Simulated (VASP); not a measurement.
# B10P11 in VASP: notebook

The runs below take B10P11 through single point, with PBE.

All numbers are computed with VASP 6.6.1; they aren't measurements. Logs are shortened: lines on timing, memory, paths and dates and some standing lists are left out, and cuts for length are marked.

## Step 1: The cell of the first run

The cell holds a disordered packing, 21 atoms: a = 6.738 Å, b = 6.605 Å, c = 6.544 Å, α = 91.97°, β = 91.16°, γ = 90.87°.

## Step 2: Single point, PBE

Contents of INCAR:

```
SYSTEM = B10P11
PREC = Accurate
ENCUT = 420
EDIFF = 1E-6
ISMEAR = -1
SIGMA = 0.2482
LREAL = Auto
LASPH = .True.
NELM = 120
ALGO = Normal
ISIF = 2
LWAVE = .False.
LCHARG = .False.
GGA = PE
ISYM = -1
NBANDS = 58
GGA_COMPAT = .False.
```

Contents of KPOINTS:

```
explicit points
1
Reciprocal
  0.25000000   0.25000000   0.25000000 1
```

Contents of POSCAR:

```
B10P11
1.0
    6.7375240000     -0.0512470000     -0.0676870000
   -0.0512470000      6.6043020000     -0.1135400000
   -0.0676870000     -0.1135400000      6.5427870000
B P
10 11
Direct
    0.3921063739      0.0758632221      0.3868888005
    0.4690524945     -0.0595953842      0.6178664071
    0.6026551296      0.6194171927      1.2174734629
    0.4615933928      0.7426645689      0.7767995515
    0.4276276292      0.2480533019      0.2250421423
    0.4007286654      0.5120770280      0.2817614798
    0.4398366391      0.7576621249      0.4048192583
    1.0882746314      0.7309952454      0.5697864297
    0.3562836643      0.2930135652      0.8624502880
    0.1608264844      0.7046683582      0.2926877961
    0.8284018284      1.0326386986      0.6724565284
    0.1460786218      0.4716886428      0.1270050748
    0.7086175123      0.7302942372      0.9189815901
    0.5968054896      0.2568128832     -0.0032292801
    0.8768757450      1.0397342327      1.0129436452
    0.2231957296      0.5485937813      0.7623295374
    0.5584769341      0.3269458770      0.5141275519
    0.2261240359     -0.0198614690      0.8911897310
    0.7632991259      0.6404012927      0.4606724307
    0.9986359816      0.2843618403      0.5652666237
    0.0837768400     -0.0635850047      0.3104290513
```

Potentials or basis: VASP PAW PBE potentials, release 64 (B, P).

On the command line:

```bash
> cat potpaw_PBE.64/B/POTCAR potpaw_PBE.64/P/POTCAR > POTCAR
> mpirun -np 1 vasp_std > vasp.out
```

OUTCAR:

```text
SYSTEM = B10P11
   PREC = Accurate
   ENCUT = 420
   EDIFF = 1E-6
   ISMEAR = -1
   LREAL = Auto
   LASPH = .True.
   NELM = 120
   ISIF = 2
   GGA = PE
   ISYM = -1

 ion  position               nearest neighbor table
   1  0.392  0.076  0.387-   5 1.60   2 1.85  17 2.12   7 2.14  21 2.30
   2  0.469  0.940  0.618-   4 1.70   7 1.82   1 1.85  18 2.46  11 2.50
   3  0.603  0.619  0.217-   6 1.60   7 1.88  19 1.91  13 2.24
   4  0.462  0.743  0.777-   2 1.70  13 1.89  16 2.04  18 2.36
   5  0.428  0.248  0.225-   1 1.60   6 1.78  14 1.90  17 2.12  12 2.51
   6  0.401  0.512  0.282-   3 1.60   5 1.78   7 1.80  12 1.98  10 2.07  17 2.24
   7  0.440  0.758  0.405-   6 1.80   2 1.82   3 1.88  10 2.03   1 2.14  19 2.35
   8  0.088  0.731  0.570-  10 1.89  16 1.99  21 2.21  19 2.35
   9  0.356  0.293  0.862-  14 1.85  16 2.04  18 2.25  12 2.53
  10  0.161  0.705  0.293-  21 1.63  12 1.85   8 1.89   7 2.03   6 2.07
  11  0.828  0.033  0.672-  20 2.15  15 2.24   2 2.50  13 2.73  17 2.89  19 2.92
  12  0.146  0.472  0.127-  10 1.85   6 1.98   5 2.51  16 2.52   9 2.53
  13  0.709  0.730  0.919-   4 1.89   3 2.24  15 2.38  11 2.73
  14  0.597  0.257  0.997-   9 1.85   5 1.90  15 2.39
  15  0.877  0.040  0.013-  11 2.24  13 2.38  14 2.39  21 2.49  18 2.53
  16  0.223  0.549  0.762-   8 1.99   4 2.04   9 2.04  12 2.52  20 2.59  18 2.94
  17  0.558  0.327  0.514-   5 2.12   1 2.12   6 2.24  19 2.51  11 2.89
  18  0.226  0.980  0.891-   9 2.25   4 2.36   2 2.46  15 2.53  16 2.94  21 2.95
  19  0.763  0.640  0.461-   3 1.91   7 2.35   8 2.35  17 2.51  11 2.92  20 2.95
  20  0.999  0.284  0.565-  11 2.15  16 2.59  21 2.86  19 2.95
  21  0.084  0.936  0.310-  10 1.63   8 2.21   1 2.30  15 2.49  20 2.86  18 2.95

IMPORTANT INFORMATION: All symmetrisations will be switched off!
NOSYMM: (Re-)initialisation of all symmetry stuff for point group C_1.

----------------------------------------------------------------------------------------

                                     Primitive cell

  volume of cell :     290.9970

  direct lattice vectors                    reciprocal lattice vectors
     6.737524000 -0.051247000 -0.067687000     0.148447076  0.001178649  0.001556181
    -0.051247000  6.604302000 -0.113540000     0.001178649  0.151471001  0.002640740
    -0.067687000 -0.113540000  6.542787000     0.001556181  0.002640740  0.152901992

  length of vectors
     6.738058877  6.605476705  6.544122140     0.148459911  0.151498603  0.152932711

  position of ions in fractional coordinates (direct lattice)
     0.392106374  0.075863222  0.386888801
     0.469052494  0.940404616  0.617866407
     0.602655130  0.619417193  0.217473463
     0.461593393  0.742664569  0.776799551
     0.427627629  0.248053302  0.225042142
     0.400728665  0.512077028  0.281761480
[... 13 lines left out ...]
     0.998635982  0.284361840  0.565266624
     0.083776840  0.936414995  0.310429051

  ion indices of the primitive-cell ions
   primitive index   ion index
                 1           1
                 2           2
                 3           3
                 4           4
                 5           5
                 6           6
[... 13 lines left out ...]
                20          20
                21          21

----------------------------------------------------------------------------------------

 KPOINTS: explicit points

Read explicit list of k-points.

 Found      1 k-points:

 Following reciprocal coordinates:
            Coordinates               Weight
  0.250000  0.250000  0.250000      1.000000
   k-points           NKPTS =      1   k-points in BZ     NKDIM =      1   number of bands    NBANDS=     58
   number of dos      NEDOS =    301   number of ions     NIONS =     21
   total plane-waves  NPLWV = 110592
   dimension x,y,z NGX =    48 NGY =   48 NGZ =   48
   dimension x,y,z NGXF=    96 NGYF=   96 NGZF=   96
   ions per type =              10  11
   NGX,Y,Z   is equivalent  to a cutoff of  11.84, 12.08, 12.19 a.u.
   NGXF,Y,Z  is equivalent  to a cutoff of  23.69, 24.16, 24.39 a.u.
 SYSTEM =  B10P11
   PREC   = accura    normal or accurate (medium, high low for compatibility)
   ISTART =      0    job   : 0-new  1-cont  2-samecut
   ICHARG =      2    charge: 1-file 2-atom 10-const
   ISPIN  =      1    spin polarized calculation?
   LNONCOLLINEAR =      F non collinear calculations
   LSORBIT =      F    spin-orbit coupling
   LASPH  =      T    aspherical Exc in radial PAW
   ENCUT  =  420.0 eV  30.87 Ry    5.56 a.u.  11.26 11.04 10.94*2*pi/ulx,y,z
   NELM   =    120;   NELMIN=  2; NELMDL= -5     # of ELM steps
   EDIFF  = 0.1E-05   stopping-criterion for ELM
   LREAL  =      T    real-space projection
   EDIFFG = 0.1E-04   stopping-criterion for IOM
   NSW    =      0    number of steps for IOM
   IBRION =     -1    ionic relax: 0-MD 1-quasi-New 2-CG
   NFREE  =      0    steps in history (QN), initial steepest desc. (CG)
   ISIF   =      2    stress and relaxation
   ISYM   =     -1    0-nonsym 1-usesym 2-fastsym
   POTIM  = 0.5000    time-step for ionic-motion
   TEBEG  =    0.0;   TEEND  =   0.0 temperature during run
   PSTRESS=    0.0 pullay stress
   NELECT =      85.0000    total number of electrons
   NUPDOWN=      -1.0000    fix difference up-down
   EMIN   =  10.00;   EMAX   =-10.00  energy-range for DOS
   EFERMI =   0.00;   METHOD = LEGACY
   ISMEAR =    -1;   SIGMA  =   0.25  broadening in eV -4-tet -1-fermi 0-gaus
   EFERMI_NEDOS =   21; number of points for ismear=-14 and -15
   IALGO  =     38    algorithm
   IMIX   =      4    mixing-type and parameters
     AMIX     =   0.40;   BMIX     =  1.00
     AMIX_MAG =   1.60;   BMIX_MAG =  1.00
  volume/ion in A,a.u.               =      13.86        93.51
  Fermi-wavevector in a.u.,A,eV,Ry     =   1.086221  2.052661 16.053197  1.179877
  Thomas-Fermi vector in A             =   2.222353
   LORBIT       =      0    0 simple, 1 ext, 2 COOP (PROOUT), +10 PAW based schemes
   GGA     = PE    functional components
   LHFCALC =     F    Hartree Fock is set to
   AEXX    =    0.0000 exact exchange contribution
   IVDW    =     0    specifies the selected vdW correction
   LEPSILON=     F    determine dielectric tensor
   LRPA    =     F    only Hartree local field effects (RPA)
 non-spin polarized calculation
  energy-cutoff  :      420.00
  volume of cell :      291.00
 maximum number of plane-waves:      5678
 NGX is ok and might be reduce to    48
   NGX = 23   NGY = 23   NGZ = 21

 number of electron      85.0000002 magnetization

 Free energy of the ion-electron system (eV)
  ---------------------------------------------------
  ext. energy  EPLUGINS =         0.00000000
  ---------------------------------------------------
  free energy    TOTEN  =      -110.28579943 eV

  energy without entropy =     -108.76504314  energy(sigma->0) =     -109.52542129

 E-fermi :   5.8927     XC(G=0): -10.3000

 val. band max:        5.7161622703   @ k =   0.2500   0.2500   0.2500
 cond. band min:       6.2175700189   @ k =   0.2500   0.2500   0.2500
 fundamental gap:      0.5014077486
 Fermi energy:         5.8926656705

 k-point     1 :       0.2500    0.2500    0.2500
  band No.  band energies     occupation
      1      -8.7141      2.00000
      2      -7.9680      2.00000
      3      -7.5888      2.00000
      4      -7.1783      2.00000
      5      -6.3397      2.00000
      6      -5.8382      2.00000
[... 46 lines left out ...]
     53       8.3952      0.00008
     54       8.8324      0.00001
 [bands above 54 left out]

------------------------ aborting loop because EDIFF is reached ----------------------------------------

  FORCE on cell =-STRESS in cart. coord.  units (eV):
  Direction    XX          YY          ZZ          XY          YZ          ZX
  --------------------------------------------------------------------------------------
  -------------------------------------------------------------------------------------
  Total       -5.9985467      4.1655083     -6.7034163     -3.4894352      3.8644679     -1.9897714
  in kB      -33.0269261     22.9345441    -36.9078117    -19.2122067     21.2770696    -10.9553259
  external PRESSURE =     -15.6667313 kB  Pullay stress =       0.0000000 kB

 VOLUME and BASIS-vectors are now :
 -----------------------------------------------------------------------------
  energy-cutoff  :      420.00
  volume of cell :      291.00
      direct lattice vectors                 reciprocal lattice vectors
     6.737524000 -0.051247000 -0.067687000     0.148447076  0.001178649  0.001556181
    -0.051247000  6.604302000 -0.113540000     0.001178649  0.151471001  0.002640740
    -0.067687000 -0.113540000  6.542787000     0.001556181  0.002640740  0.152901992

 POSITION                                       TOTAL-FORCE (eV/Angst)
 -----------------------------------------------------------------------------------
      2.61175      0.43700      2.49618        -0.554826     -2.349272      2.517958
      3.07024      6.11653      3.90405        -0.200328      0.836535     -1.387685
      4.01394      4.03524      1.31176         2.525099      2.150464     -2.354266
      3.01936      4.79293      4.96687        -0.932773      1.544628     -0.392834
      2.85321      1.59075      1.41529         0.682577      0.449000      0.692330
      2.65460      3.32938      1.75824        -1.369912      0.383594      0.451561
[... 13 lines left out ...]
      6.67550      1.76265      3.59854        -0.552274      0.823004      0.111066
      0.49545      6.14483      1.91908        -1.127217      6.455970      1.445175
 -----------------------------------------------------------------------------------
    total drift:                               -0.003914     -0.003722      0.000596

  FREE ENERGIE OF THE ION-ELECTRON SYSTEM (eV)
  ---------------------------------------------------
  free  energy   TOTEN  =      -110.2857994314 eV

  energy  without entropy=     -108.7650431409  energy(sigma->0) =     -109.52542129
```

Wall time 26 s (1 thread of AMD EPYC 7R43 (Zen 3), shared host); peak memory 0.26 GiB.

What came out:

```
Free energy            : -110.2858 eV
Pressure               : -1.6 GPa
Largest force          : 7.425 eV/Å
Band gap on the k mesh : zero (an odd number of electrons rules out a gap without spin polarisation)
```

Forces on the atoms (eV/Å):
```
B   -0.555 -2.349  2.518
B   -0.200  0.837 -1.388
B    2.525  2.150 -2.354
B   -0.933  1.545 -0.393
B    0.683  0.449  0.692
B   -1.370  0.384  0.452
B    0.372 -0.088 -0.012
B   -1.327  0.595 -1.079
B   -1.195 -1.371 -1.252
B    3.337 -6.506  1.290
P   -0.652  0.133 -0.868
P   -0.384 -1.366 -1.362
P   -0.265 -1.567  2.998
P    0.333  1.099  0.631
P   -0.531 -0.262 -0.807
P    0.643 -0.853  1.281
P   -0.294 -0.640 -0.465
P    0.781  1.109 -1.715
P    0.710 -0.578  0.277
P   -0.552  0.823  0.111
P   -1.127  6.456  1.445
```

Caveat: the atoms stand as in a frame of molecular dynamics.

## Step 3: Single point, PBE

Contents of INCAR:

```
SYSTEM = B10P11
ALGO = Normal ; EDIFF = 1E-6
ENCUT = 420 ; GGA = PE
GGA_COMPAT = .FALSE. ; ISIF = 2
ISMEAR = -1 ; ISYM = -1
LASPH = .TRUE. ; LCHARG = .TRUE.
LELF = .TRUE. ; LREAL = Auto
LVHAR = .TRUE. ; LWAVE = .FALSE.
NBANDS = 58 ; NELM = 120
PREC = Accurate ; SIGMA = 0.2482
```

KPOINTS is that of step 2.

Contents of POSCAR:

```
B10P11
1.0
    6.7375240000     -0.0512470000     -0.0676870000
   -0.0512470000      6.6043020000     -0.1135400000
   -0.0676870000     -0.1135400000      6.5427870000
B P
10 11
Direct
    0.3972794761      0.1182905393      0.3466096885
    0.4902040828      0.0471567740      0.6245383846
    0.6051327101      0.6450725501      1.1320212862
    0.5533450242      0.9405702696      0.8300408699
    0.3487607533      0.3936182800      0.2957464439
    0.3595039134      0.6356969605      0.2527321727
    0.5045950648      0.8527795693      0.2881788936
    0.9894449847      0.8575020372      0.5155040725
    0.3988079960      0.0871016039      0.8851293238
    0.2881845025      0.8249047335      0.4643596113
    0.7966753779      1.0195030097      0.6496965189
    0.1128097123      0.4792122981      0.1546818680
    0.7244859465      0.7809126232      0.9313904150
    0.6009681563      0.3357014685      0.0291885211
    0.9098912833      1.0805016940      1.0066170538
    0.3931405017      0.3700484978      0.7971795211
    0.6593265262      0.4154485830      0.5506640926
    0.1596379539     -0.0671929301      0.8443863951
    0.7581814635      0.6884777266      0.3835062627
    1.0601654682      0.3770054369      0.5061516778
    0.0772953721      0.0635671171      0.3202948992
```

Potentials or basis: VASP PAW PBE potentials, release 64 (B, P).

On the command line:

```bash
> cat potpaw_PBE.64/B/POTCAR potpaw_PBE.64/P/POTCAR > POTCAR
> mpirun -np 1 vasp_std > vasp.out
```

Run time: 30 s. Hardware: 1 thread of AMD EPYC 7R43 (Zen 3), shared host; peak memory 0.27 GiB.

The run converged. Its results:

```yaml
Free_energy: -110.9966 eV
Pressure: 1.1 GPa
Largest_force: 4.710 eV/Å
Band_gap_on_the_k_mesh: zero (an odd number of electrons rules out a gap without spin polarisation)
```

Forces on the atoms (eV/Å):
```
B    0.038 -1.078  0.965
B   -0.858  0.590 -3.026
B   -1.196 -0.782  2.115
B    1.284 -1.983 -1.514
B    1.267 -2.879  0.972
B   -0.018  1.301  0.736
B   -0.765  0.380  0.490
B    0.811 -0.458 -1.432
B   -3.041  3.596 -0.070
B   -0.430  0.950 -1.142
P   -1.432  1.643  0.205
P    0.050  0.450  0.233
P    3.263 -1.589 -0.197
P   -0.029  0.358  1.619
P    0.349 -0.794 -0.017
P   -0.541  0.155 -1.227
P   -0.204 -0.091 -0.834
P   -0.042  0.092  1.272
P    0.046  0.184  0.801
P    0.341 -0.384 -1.013
P    1.105  0.338  1.066
```

Stress tensor (GPa, compression positive):
```
-2.49 -1.10  2.15
-1.10 -0.25 -3.90
 2.15 -3.90  5.99
```

Levels at points of the mesh, in eV from the Fermi level:
| k point | band 39 | band 40 | band 41 | band 42 | band 43 | band 44 | band 45 | band 46 | band 47 | band 48 |
| --- | --- | --- | --- | --- | --- | --- | --- | --- | --- | --- |
| (0.25, 0.25, 0.25) | -0.92 | -0.70 | -0.61 | -0.22 | -0.17 | 0.30 | 0.68 | 1.10 | 1.31 | 1.72 |

Caveat: the atoms stand as in a frame of molecular dynamics.
